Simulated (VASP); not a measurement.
# WC (P-6m2) in VASP: vibrations by perturbation theory with PBEsol

Aim: the vibrations by perturbation theory of WC with PBEsol.

Program: VASP 6.6.1. These are calculated values, not measurements. Logs are shortened: lines on timing, memory, paths and dates and some standing lists are left out, and cuts for length are marked.

## (1) The cell of the first run

The structure is hexagonal, space group P-6m2 (No. 187). The conventional cell has a = 2.898 Å, b = 2.898 Å, c = 2.828 Å, α = 90.00°, β = 90.00°, γ = 120.00°. Within 2.9 Å of W (site symmetry -6m2) lie 6 C at 2.19 Å and 8 W at 2.83 to 2.90 Å. C (site symmetry -6m2) has 6 W at 2.19 Å and 8 C at 2.83 to 2.90 Å within 2.9 Å.

## (2) Vibrations by perturbation theory, PBEsol

Contents of INCAR:

```
SYSTEM = WC
  PREC = Accurate
  ENCUT = 520
  EDIFF = 1E-8
  ISMEAR = 0
  SIGMA = 0.15
  LREAL = .FALSE.
  LASPH = .TRUE.
  NELM = 80
  ALGO = Normal
  ISIF = 2
  LWAVE = .FALSE.
  LCHARG = .FALSE.
  GGA = PS
  IBRION = 8
  NSW = 1
```

Contents of KPOINTS:

```
Automatic mesh
0
G
  15 15 12
  0 0 0
```

Contents of POSCAR:

```
WC
1.0
    2.8984407270      0.0000000000      0.0000000000
   -1.4492203635      2.5101233010      0.0000000000
    0.0000000000      0.0000000000      2.8280333877
W C
1 1
Direct
    0.0000000000      0.0000000000      0.0000000000
    0.6666666667      0.3333333333      0.5000000000
```

Potentials or basis: VASP PAW PBE potentials, release 64 (W_sv, C).

Launch:

```
$ cat potpaw_PBE.64/W_sv/POTCAR potpaw_PBE.64/C/POTCAR > POTCAR
$ mpirun -np 1 vasp_std > vasp.out
```

OUTCAR:

```text
SYSTEM = WC
   PREC = Accurate
   ENCUT = 520
   EDIFF = 1E-8
   ISMEAR = 0
   LREAL = .FALSE.
   LASPH = .TRUE.
   NELM = 80
   ISIF = 2
   GGA = PS
   IBRION = 8
   NSW = 1

 ion  position               nearest neighbor table
   1  0.000  0.000  0.000-   2 2.19   2 2.19   2 2.19   2 2.19   2 2.19   2 2.19
   2  0.667  0.333  0.500-   1 2.19   1 2.19   1 2.19   1 2.19   1 2.19   1 2.19

  LATTYP: Found a hexagonal cell.
 ALAT       =     2.8984407270
 C/A-ratio  =     0.9757085461

  Lattice vectors:

 A1 = (   2.8984407270,   0.0000000000,   0.0000000000)
 A2 = (  -1.4492203635,   2.5101233010,   0.0000000000)
 A3 = (   0.0000000000,   0.0000000000,   2.8280333877)

Analysis of symmetry for initial positions (statically):
=====================================================================
 Subroutine PRICEL returns:
 Original cell was already a primitive cell.

 Routine SETGRP: Setting up the symmetry group for a
 hexagonal supercell.

 Subroutine GETGRP returns: Found 12 space group operations
 (whereof 12 operations were pure point group operations)
 out of a pool of 24 trial point group operations.

The static configuration has the point symmetry D_3h.

Analysis of symmetry for dynamics (positions and initial velocities):
=====================================================================
 Subroutine PRICEL returns:
 Original cell was already a primitive cell.

 Routine SETGRP: Setting up the symmetry group for a
 hexagonal supercell.

 Subroutine GETGRP returns: Found 12 space group operations
 (whereof 12 operations were pure point group operations)
 out of a pool of 24 trial point group operations.

The dynamic configuration has the point symmetry D_3h.

 Subroutine INISYM returns: Found 12 space group operations
 (whereof 12 operations are pure point group operations),
 and found     1 'primitive' translations

----------------------------------------------------------------------------------------

[... 545 lines left out ...]

 VOLUME and BASIS-vectors are now :
 -----------------------------------------------------------------------------
  energy-cutoff  :      520.00
  volume of cell :       20.58
      direct lattice vectors                 reciprocal lattice vectors
     2.898440727  0.000000000  0.000000000     0.345013093  0.199193402  0.000000000
    -1.449220364  2.510123301  0.000000000     0.000000000  0.398386804  0.000000000
     0.000000000  0.000000000  2.828033388     0.000000000  0.000000000  0.353602615

 POSITION                                       TOTAL-FORCE (eV/Angst)
 -----------------------------------------------------------------------------------
      0.00000      0.00000      0.00000        -0.000000      0.000000      0.000000
      1.44922      0.83671      1.41402         0.000000      0.000000      0.000000
 -----------------------------------------------------------------------------------
    total drift:                                0.000000     -0.000000      0.000000

  FREE ENERGIE OF THE ION-ELECTRON SYSTEM (eV)
  ---------------------------------------------------
  free  energy   TOTEN  =       -23.9020427150 eV

  energy  without entropy=      -23.8988199050  energy(sigma->0) =      -23.90043131

[... ionic steps 2 to 3 ...]

--------------------------------------- Ionic step        4  -------------------------------------------

------------------------ aborting loop because EDIFF is reached ----------------------------------------
[... 11 lines left out ...]
[... ionic steps 8 to 8 ...]

--------------------------------------- Ionic step        9  -------------------------------------------

 Free energy of the ion-electron system (eV)
  ---------------------------------------------------
  ---------------------------------------------------
  free energy    TOTEN  =        -0.12143414 eV

  energy without entropy =       -0.12143414

------------------------ aborting loop because EDIFF is reached ----------------------------------------

 INTERNAL STRAIN TENSOR  FOR ION    2  DIRECTION 3   (eV/Angst):
 -----------------------------------------------------------------------------
     0.01203  0.00000  0.00000
     0.00000  0.01203  0.00000
     0.00000  0.00000 -0.01722

 INTERNAL STRAIN TENSOR FOR ION    2 for displacements in x,y,z  (eV/Angst):
          X           Y           Z          XY          YZ          ZX
  --------------------------------------------------------------------------------
  x    -0.00000     0.00000     0.00000    -5.61514     0.00000     0.00000
  y    -5.61514     5.61514     0.00000     0.00000     0.00000     0.00000
  z     0.00000     0.00000     0.00000     0.00000     0.00000     0.00000

 SECOND DERIVATIVES (NOT SYMMETRIZED)
 ------------------------------------
               1X          1Y          1Z          2X          2Y          2Z
  1X   -16.196316    0.000000    0.000000   16.196316    0.000000    0.000000
  1Y     0.000000  -16.196316    0.000000    0.000000   16.196316    0.000000
  1Z    -0.000000    0.000000  -14.680763    0.000000    0.000000   14.680763
  2X    16.192613    0.000000    0.000000  -16.192613    0.000000    0.000000
  2Y     0.000000   16.192613    0.000000    0.000000  -16.192613    0.000000
  2Z     0.000000    0.000000   14.670046    0.000000   -0.000000  -14.670046

 Eigenvectors and eigenvalues of the dynamical matrix
 ----------------------------------------------------

   1 f  =   18.735480 THz   117.718491 2PiTHz  624.948333 cm-1    77.483683 meV
             X         Y         Z           dx          dy          dz
      0.000000  0.000000  0.000000     0.000001    0.247664    0.000000
      1.449220  0.836708  1.414017    -0.000003   -0.968846    0.000000
[... 21 lines left out ...]
   6 f/i=    0.001563 THz     0.009819 2PiTHz    0.052129 cm-1     0.006463 meV
             X         Y         Z           dx          dy          dz
      0.000000  0.000000  0.000000     0.000000   -0.000000   -0.968831
      1.449220  0.836708  1.414017     0.000000    0.000000   -0.247722

--------------------------------------------------------------------------------------------------------

 ELASTIC MODULI CONTR FROM IONIC RELAXATION (kBar)
 Direction    XX          YY          ZZ          XY          YZ          ZX
 --------------------------------------------------------------------------------
 XX        -122.7460    122.7460      0.0000     -0.0000      0.0000      0.0000
 YY         122.7460   -122.7460      0.0000      0.0000      0.0000      0.0000
 ZZ           0.0000      0.0000      0.0000      0.0000      0.0000      0.0000
 XY          -0.0000      0.0000      0.0000   -122.7460      0.0000      0.0000
 YZ           0.0000      0.0000      0.0000      0.0000      0.0000      0.0000
 ZX           0.0000      0.0000      0.0000      0.0000      0.0000      0.0000
 --------------------------------------------------------------------------------
```

Run time: 6.1 min. Hardware: 1 thread of Intel Xeon Platinum 8488C (Sapphire Rapids), shared host; peak memory 0.55 GiB.

What came out:

| Item | Value |
| --- | --- |
| Highest phonon frequency at Γ | 625 cm⁻¹ |

Phonon frequencies in cm⁻¹ (negative: imaginary):
| q point | frequencies |
| --- | --- |
| (0.000, 0.000, 0.000) | 0 0 0 595 625 625 |

Caveat: the cell stands under pressure or tension, which shifts response properties; spin-orbit coupling is left out, which moves the levels of the heavy elements.
